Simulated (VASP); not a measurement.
Write the native input for VASP 6.6.1 that does the following.

```yaml
Task: single point
Functional: PBE
Potentials_or_basis: VASP PAW PBE potentials, release 64 (Rh_pv)
Cutoff: 520 eV
k_mesh: 15 × 15 × 15
Occupations: fermi-dirac, width 0.136057 eV
Spin: no spin polarisation
Dipole_correction: no
Further_INCAR_settings: ALGO = Normal; EDIFF = 1e-07; NBANDS = 14
```

The structure of Rh lies in POSCAR:

```
Rh
1.0
    0.0000000000      1.9184717295      1.9184717295
    1.9184717295      0.0000000000      1.9184717295
    1.9184717295      1.9184717295      0.0000000000
Rh
1
Direct
    0.0000000000      0.0000000000      0.0000000000
```

These files were run (other wordings do the same):

INCAR

```
  PREC = Accurate
  ENCUT = 520
  EDIFF = 1E-7
  ISMEAR = -1
  SIGMA = 0.13605693000000002
  LREAL = False
  LASPH = True
  NELM = 80
  ALGO = Normal
  ISIF = 2
  LWAVE = False
  LCHARG = False
  GGA = PE
  NBANDS = 14
```

KPOINTS

```
regular mesh
0
Gamma
  15 15 15
```

Potentials or basis: VASP PAW PBE potentials, release 64 (Rh_pv).

The run is started by

```console
$ cat potpaw_PBE.64/Rh_pv/POTCAR > POTCAR
$ mpirun -np 1 vasp_std > vasp.out
```

It gave:

- Pressure: -0.5 GPa

It took 13 s on 1 thread of Intel(R) Xeon(R) Platinum 8488C (Sapphire Rapids), with other jobs on the host, peak memory 0.11 GiB.
